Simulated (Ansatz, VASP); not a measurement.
## One calculation of Hf3N4, two programs

```xyz
14
Lattice="-3.3505 3.3505 3.3505 3.3505 -3.3505 3.3505 3.3505 3.3505 -3.3505" Properties=species:S:1:pos:R:3 pbc="T T T"
Hf    2.5129    0.0000    1.6752
Hf    1.6752    2.5129    0.0000
Hf    0.8376    0.0000    5.0258
Hf    5.0257    0.8376    0.0000
Hf    0.0000    1.6752    2.5129
Hf    0.0000    5.0257    0.8376
N     0.4222    0.4222    0.4222
N    -1.2531    1.2531    4.6036
N    -0.4222    2.9283    0.4222
N     4.6036   -1.2531    1.2531
N     0.4222   -0.4222    2.9283
N     2.0974    2.0974    2.0974
N     2.9283    0.4222   -0.4222
N     1.2531    4.6036   -1.2531
```

Alike in both runs: task electric field gradients; functional PBE; k mesh 8 × 8 × 8; occupations fermi-dirac, width 0.02 eV; collinear spin.

```csv
,VASP,Ansatz
version,VASP 6.6.1,Ansatz 0.2.0
potentials or method,"VASP PAW PBE potentials, release 64 (Hf_pv, N)","plane-wave PAW, scalar-relativistic"
plane-wave cutoff (eV),520,420
valence electrons in the cell,100,196
```

|  | VASP | Ansatz | Ansatz less VASP |
| --- | --- | --- | --- |
| gap on the k mesh at the Fermi level (eV) | 1.01 | 1.00 | -0.006 |
| pressure (GPa) | 3.8 | 6.5 | +2.75 |
| rms of the force components (eV/Å) | 0.116 | 0.138 | +0.0218 |
| net moment per atom (μB) | 0.00 | 0.00 | 0.000 |
| size of Vzz on the site where it differs most (V/Å²) | 289.8 | 344.3 | +54.50 |

Atom by atom the forces differ by 0.022 eV/Å (rms over components). The functional is the same, so the differences come from potentials, cutoffs and numerics. VASP's potentials hold 100 valence electrons a cell and Ansatz's 196, so a difference there can come from the potentials and not from the codes. Ansatz's warnings: no starting moments.

Neither program's run includes spin-orbit coupling.
